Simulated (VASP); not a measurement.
# TiN (Fm-3m) in VASP: further runs

TiN is run at these levels: PBE; tasks: electric field gradients.

Program: VASP 6.6.1. These are calculated values, not measurements. Logs are shortened: lines on timing, memory, paths and dates and some standing lists are left out, and cuts for length are marked.

## (1) The cell of the first run

It takes space group Fm-3m (No. 225, cubic). The conventional cell has a = 4.244 Å, b = 4.244 Å, c = 4.244 Å, α = 90.00°, β = 90.00°, γ = 90.00°. Ti (site symmetry m-3m) has 6 N at 2.12 Å within 2.8 Å. N (site symmetry m-3m) has 6 Ti at 2.12 Å within 2.8 Å.

## (2) Electric field gradients, PBE

Input file INCAR:

```
ALGO = Normal ; EDIFF = 1E-8
ENCUT = 520 ; GGA = PE
ISIF = 2 ; ISMEAR = -1
LASPH = T ; LCHARG = F
LEFG = T ; LREAL = F
LWAVE = F ; NBANDS = 16
NELM = 80 ; PREC = Accurate
SIGMA = 0.05
```

Input file KPOINTS:

```
k-points
0
Gamma
  10 10 10
```

Input file POSCAR:

```
TiN
1.0
    0.0000000000      2.1220000000      2.1220000000
    2.1220000000      0.0000000000      2.1220000000
    2.1220000000      2.1220000000      0.0000000000
Ti N
1 1
Direct
    0.0000000000      0.0000000000      0.0000000000
    0.5000000000      0.5000000000      0.5000000000
```

Potentials or basis: VASP PAW PBE potentials, release 64 (Ti_sv, N).

Started as:

```sh
$ cat potpaw_PBE.64/Ti_sv/POTCAR potpaw_PBE.64/N/POTCAR > POTCAR
$ mpirun -np 1 vasp_std > vasp.out
```

OUTCAR:

```text
EDIFF = 1E-8
   ENCUT = 520
   GGA = PE
   ISIF = 2
   ISMEAR = -1
   LASPH = T
   LREAL = F
   NELM = 80
   PREC = Accurate

 ion  position               nearest neighbor table
   1  0.000  0.000  0.000-   2 2.12   2 2.12   2 2.12   2 2.12   2 2.12   2 2.12
   2  0.500  0.500  0.500-   1 2.12   1 2.12   1 2.12   1 2.12   1 2.12   1 2.12

  LATTYP: Found a face centered cubic cell.
 ALAT       =     4.2440000000

  Lattice vectors:

 A1 = (   0.0000000000,   2.1220000000,   2.1220000000)
 A2 = (   2.1220000000,   0.0000000000,   2.1220000000)
 A3 = (   2.1220000000,   2.1220000000,   0.0000000000)

Analysis of symmetry for initial positions (statically):
=====================================================================
 Subroutine PRICEL returns:
 Original cell was already a primitive cell.

 Routine SETGRP: Setting up the symmetry group for a
 face centered cubic supercell.

 Subroutine GETGRP returns: Found 48 space group operations
 (whereof 48 operations were pure point group operations)
 out of a pool of 48 trial point group operations.

The static configuration has the point symmetry O_h .

Analysis of symmetry for dynamics (positions and initial velocities):
=====================================================================
 Subroutine PRICEL returns:
 Original cell was already a primitive cell.

 Routine SETGRP: Setting up the symmetry group for a
 face centered cubic supercell.

 Subroutine GETGRP returns: Found 48 space group operations
 (whereof 48 operations were pure point group operations)
 out of a pool of 48 trial point group operations.

The dynamic configuration has the point symmetry O_h .

 Subroutine INISYM returns: Found 48 space group operations
 (whereof 48 operations are pure point group operations),
 and found     1 'primitive' translations

----------------------------------------------------------------------------------------

                                     Primitive cell

  volume of cell :      19.1102

  direct lattice vectors                    reciprocal lattice vectors
     0.000000000  2.122000000  2.122000000    -0.235626767  0.235626767  0.235626767
     2.122000000  0.000000000  2.122000000     0.235626767 -0.235626767  0.235626767
     2.122000000  2.122000000  0.000000000     0.235626767  0.235626767 -0.235626767

  length of vectors
     3.000961179  3.000961179  3.000961179     0.408117532  0.408117532  0.408117532

  position of ions in fractional coordinates (direct lattice)
     0.000000000  0.000000000  0.000000000
     0.500000000  0.500000000  0.500000000

  ion indices of the primitive-cell ions
   primitive index   ion index
                 1           1
                 2           2

----------------------------------------------------------------------------------------

 KPOINTS: k-points

Automatic generation of k-mesh.
 Grid dimensions read from file:
 generate k-points for:   10   10   10

 Generating k-lattice:

  Cartesian coordinates                     Fractional coordinates (reciprocal lattice)
    -0.023562677  0.023562677  0.023562677     0.100000000  0.000000000  0.000000000
     0.023562677 -0.023562677  0.023562677     0.000000000  0.100000000  0.000000000
     0.023562677  0.023562677 -0.023562677     0.000000000  0.000000000  0.100000000

  Length of vectors
     0.040811753  0.040811753  0.040811753

  Shift w.r.t. Gamma in fractional coordinates (k-lattice)
     0.000000000  0.000000000  0.000000000

 Subroutine IBZKPT returns following result:
 ===========================================

 Found     47 irreducible k-points:

 Following reciprocal coordinates:
            Coordinates               Weight
  0.000000  0.000000  0.000000      1.000000
  0.100000  0.000000  0.000000      8.000000
  0.200000  0.000000  0.000000      8.000000
  0.300000  0.000000  0.000000      8.000000
  0.400000  0.000000  0.000000      8.000000
  0.500000  0.000000  0.000000      4.000000
[... 16 lines left out ...]
  0.300000  0.300000  0.000000      6.000000
  0.400000  0.300000  0.000000     24.000000
 [... further k-points ...]
   k-points           NKPTS =     47   k-points in BZ     NKDIM =     47   number of bands    NBANDS=     16
   number of dos      NEDOS =    301   number of ions     NIONS =      2
   total plane-waves  NPLWV =  13824
   dimension x,y,z NGX =    24 NGY =   24 NGZ =   24
   dimension x,y,z NGXF=    48 NGYF=   48 NGZF=   48
   ions per type =               1   1
   NGX,Y,Z   is equivalent  to a cutoff of  13.30, 13.30, 13.30 a.u.
   NGXF,Y,Z  is equivalent  to a cutoff of  26.59, 26.59, 26.59 a.u.
 SYSTEM =  unknown system
   PREC   = accura    normal or accurate (medium, high low for compatibility)
   ISTART =      0    job   : 0-new  1-cont  2-samecut
   ICHARG =      2    charge: 1-file 2-atom 10-const
   ISPIN  =      1    spin polarized calculation?
   LNONCOLLINEAR =      F non collinear calculations
   LSORBIT =      F    spin-orbit coupling
   LASPH  =      T    aspherical Exc in radial PAW
   ENCUT  =  520.0 eV  38.22 Ry    6.18 a.u.   5.58  5.58  5.58*2*pi/ulx,y,z
   NELM   =     80;   NELMIN=  2; NELMDL= -5     # of ELM steps
   EDIFF  = 0.1E-07   stopping-criterion for ELM
   LREAL  =      F    real-space projection
   EDIFFG = 0.1E-06   stopping-criterion for IOM
   NSW    =      0    number of steps for IOM
   IBRION =     -1    ionic relax: 0-MD 1-quasi-New 2-CG
   NFREE  =      0    steps in history (QN), initial steepest desc. (CG)
   ISIF   =      2    stress and relaxation
   ISYM   =      2    0-nonsym 1-usesym 2-fastsym
   POTIM  = 0.5000    time-step for ionic-motion
   TEBEG  =    0.0;   TEEND  =   0.0 temperature during run
   PSTRESS=    0.0 pullay stress
   NELECT =      17.0000    total number of electrons
   NUPDOWN=      -1.0000    fix difference up-down
   EMIN   =  10.00;   EMAX   =-10.00  energy-range for DOS
   EFERMI =   0.00;   METHOD = LEGACY
   ISMEAR =    -1;   SIGMA  =   0.05  broadening in eV -4-tet -1-fermi 0-gaus
   EFERMI_NEDOS =   21; number of points for ismear=-14 and -15
   IALGO  =     38    algorithm
   IMIX   =      4    mixing-type and parameters
     AMIX     =   0.40;   BMIX     =  1.00
     AMIX_MAG =   1.60;   BMIX_MAG =  1.00
  volume/ion in A,a.u.               =       9.56        64.48
  Fermi-wavevector in a.u.,A,eV,Ry     =   1.574475  2.975326 33.728454  2.478971
  Thomas-Fermi vector in A             =   2.675604
   LORBIT       =      0    0 simple, 1 ext, 2 COOP (PROOUT), +10 PAW based schemes
   GGA     = PE    functional components
   LHFCALC =     F    Hartree Fock is set to
   AEXX    =    0.0000 exact exchange contribution
   IVDW    =     0    specifies the selected vdW correction
   LEPSILON=     F    determine dielectric tensor
   LRPA    =     F    only Hartree local field effects (RPA)
 non-spin polarized calculation
  energy-cutoff  :      520.00
  volume of cell :       19.11
 maximum number of plane-waves:       532
 NGX is ok and might be reduce to    24
   NGX = 11   NGY = 11   NGZ = 11

 number of electron      17.0000002 magnetization

 Free energy of the ion-electron system (eV)
  ---------------------------------------------------
  ext. energy  EPLUGINS =         0.00000000
  ---------------------------------------------------
  free energy    TOTEN  =       -19.64247326 eV

  energy without entropy =      -19.63549167  energy(sigma->0) =      -19.63898246

 E-fermi :  11.5137     XC(G=0): -13.0110

 val. band max:       11.2891607167   @ k =   0.4000   0.2000   0.1000
 cond. band min:      11.5507488182   @ k =  -0.4000   0.3000   0.0000
 fundamental gap:      0.2615881015
 Fermi energy:        11.5136880521

 k-point     1 :       0.0000    0.0000    0.0000
  band No.  band energies     occupation
      1     -46.4420      2.00000
      2     -22.4229      2.00000
      3     -22.4229      2.00000
      4     -22.4229      2.00000
      5      -5.6680      2.00000
      6       9.3814      2.00000
[... 8 lines left out ...]
     15      24.5969      0.00000
     16      31.1490      0.00000

 k-point     2 :       0.1000    0.0000    0.0000
  band No.  band energies     occupation
      1     -46.4329      2.00000
      2     -22.4868      2.00000
      3     -22.4282      2.00000
      4     -22.4282      2.00000
      5      -5.4758      2.00000
      6       8.4104      2.00000
[... 8 lines left out ...]
     15      24.7065      0.00000
     16      30.8663      0.00000
[... 387 lines left out ...]
      5      -4.3654      2.00000
      6       5.0688      2.00000
[... 8 lines left out ...]
     15      25.5434      0.00000
     16      26.2206      0.00000

 k-point    24 :       0.4000    0.3000    0.0000
  band No.  band energies     occupation
      1     -46.3400      2.00000
      2     -22.8678      2.00000
      3     -22.5961      2.00000
      4     -22.5772      2.00000
      5      -4.1696      2.00000
      6       5.0439      2.00000
[... 8 lines left out ...]
     15      24.7318      0.00000
     16      25.3210      0.00000

 [... further k-points ...]
[... 5 lines left out ...]
  --------------------------------------------------------------------------------------
  -------------------------------------------------------------------------------------
  Total        0.1201672      0.1201672      0.1201672     -0.0000000      0.0000000      0.0000000
  in kB       10.0746599     10.0746599     10.0746599     -0.0000000      0.0000000      0.0000000
  external PRESSURE =      10.0746599 kB  Pullay stress =       0.0000000 kB

 VOLUME and BASIS-vectors are now :
 -----------------------------------------------------------------------------
  energy-cutoff  :      520.00
  volume of cell :       19.11
      direct lattice vectors                 reciprocal lattice vectors
     0.000000000  2.122000000  2.122000000    -0.235626767  0.235626767  0.235626767
     2.122000000  0.000000000  2.122000000     0.235626767 -0.235626767  0.235626767
     2.122000000  2.122000000  0.000000000     0.235626767  0.235626767 -0.235626767

 POSITION                                       TOTAL-FORCE (eV/Angst)
 -----------------------------------------------------------------------------------
      0.00000      0.00000      0.00000         0.000000     -0.000000     -0.000000
      2.12200      2.12200      2.12200        -0.000000      0.000000      0.000000
 -----------------------------------------------------------------------------------
    total drift:                                0.000000     -0.000000     -0.000000

  FREE ENERGIE OF THE ION-ELECTRON SYSTEM (eV)
  ---------------------------------------------------
  free  energy   TOTEN  =       -19.6424732555 eV

  energy  without entropy=      -19.6354916668  energy(sigma->0) =      -19.63898246

 Electric field gradients (V/A^2)
---------------------------------------------------------------------
 ion       V_xx      V_yy      V_zz      V_xy      V_xz      V_yz
---------------------------------------------------------------------
   1      -0.000    -0.000    -0.000     0.001     0.001     0.001
   2       0.000    -0.000    -0.000    -0.001    -0.001    -0.001
---------------------------------------------------------------------

 Electric field gradients after diagonalization (V/A^2)
 (convention: |V_zz| > |V_xx| > |V_yy|)
----------------------------------------------------------------------
 ion       V_xx      V_yy      V_zz     asymmetry (V_yy - V_xx)/ V_zz
----------------------------------------------------------------------
   1      -0.001    -0.001     0.002       0.000
   2       0.001     0.001    -0.001       0.000
----------------------------------------------------------------------

           NMR quadrupolar parameters

 Cq : quadrupolar parameter    Cq=e*Q*V_zz/h
 eta: asymmetry parameters     (V_yy - V_xx)/ V_zz
 Q  : nuclear electric quadrupole moment in mb (millibarn)
----------------------------------------------------------------------
 ion       Cq(MHz)       eta       Q (mb)
----------------------------------------------------------------------
   1       0.000       0.000       1.000
   2      -0.000       0.000       1.000
----------------------------------------------------------------------
```

It took 14 s on 1 thread of Intel Xeon 6975P-C (Granite Rapids), shared host; peak memory 0.14 GiB.

What came out:

| Item | Value |
| --- | --- |
| Free energy | -19.6425 eV |
| Pressure | 1.0 GPa |

Caveat: without QUAD_EFG the Cq values of the log hold for a quadrupole moment of 1 mb, not for the nuclei.

(Part 1 of 2 ends here.)
